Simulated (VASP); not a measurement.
Here is a VASP 6.6.1 calculation.

INCAR

```
ALGO = Normal
EDIFF = 1E-7
ENCUT = 520
GGA = PE
ISIF = 2
ISMEAR = 0
LASPH = True
LCHARG = False
LREAL = False
LWAVE = False
NBANDS = 21
NELM = 100
PREC = Accurate
SIGMA = 0.1
```

KPOINTS

```
k-points
0
Gamma
  6 6 6
```

File POSCAR:

```
LiLu
1.0
    0.0000000000      2.9428461273      2.9428461273
    2.9428461273      0.0000000000      2.9428461273
    2.9428461273      2.9428461273      0.0000000000
Li Lu
1 1
Direct
    0.5000000000      0.5000000000      0.5000000000
    0.0000000000      0.0000000000      0.0000000000
```

Potentials or basis: VASP PAW PBE potentials, release 64 (Li_sv, Lu).

Command:

```bash
$ cat potpaw_PBE.64/Li_sv/POTCAR potpaw_PBE.64/Lu/POTCAR > POTCAR
$ mpirun -np 1 vasp_std > vasp.out
```

Question: Predict the band gap on the k mesh.

Answer: Zero (band 14 reaches 3.07 eV, above the bottom of band 15 at 1.12 eV).

Caveat: spin-orbit coupling is left out, which moves the levels of the heavy elements.
